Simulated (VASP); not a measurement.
**BaZrO3: single point with PBE**

The system is BaZrO3.

```
CELL_PARAMETERS angstrom
4.22732 0.00015 0.00006
0.00015 4.22738 -0.00011
0.00006 -0.00011 4.22745
ATOMIC_POSITIONS crystal
Ba 0.00008 0.99995 0.99992
Zr 0.50003 0.49996 0.49997
O 0.49998 0.00002 0.50009
O 0.49992 0.50011 0.00001
O 0.99999 0.49997 0.50001
```

- Program: VASP 6.6.1
- Task: single point
- Functional: PBE
- Potentials or basis: VASP PAW PBE potentials, release 64 (Ba_sv, Zr_sv, O)
- Cutoff: 520 eV
- k mesh: 4 × 4 × 4
- Occupations: gaussian, width 0.1 eV
- Spin: no spin polarisation

The pressure is 0.9 GPa. The band gap on the k mesh is 3.13 eV, indirect (least direct gap 3.38 eV).

Levels at points of the mesh, in eV from the valence-band top:
```
           k point  band 18  band 19  band 20  band 21  band 22  band 23
(0.00, 0.00, 0.00)    -0.25    -0.25    -0.25     3.13     3.13     3.13
(0.50, 0.00, 0.00)    -1.61    -0.49    -0.49     3.55     5.54     5.54
(0.00, 0.50, 0.00)    -1.61    -0.49    -0.49     3.55     5.54     5.54
(0.50, 0.50, 0.00)    -0.93    -0.85    -0.07     5.51     5.51     6.30
(0.00, 0.00, 0.50)    -1.61    -0.49    -0.49     3.55     5.54     5.54
(0.50, 0.00, 0.50)    -0.93    -0.85    -0.07     5.51     5.51     6.30
(0.00, 0.50, 0.50)    -0.93    -0.85    -0.07     5.51     5.51     6.30
(0.50, 0.50, 0.50)     0.00     0.00     0.00     5.88     5.88     5.88
```

Run time: 22 s on 1 thread of Intel(R) Xeon(R) 6975P-C (Granite Rapids) (shared host), peak memory 0.22 GiB.

Caveat: spin-orbit coupling is left out, which moves the levels of the heavy elements. A k mesh can miss the band edges.
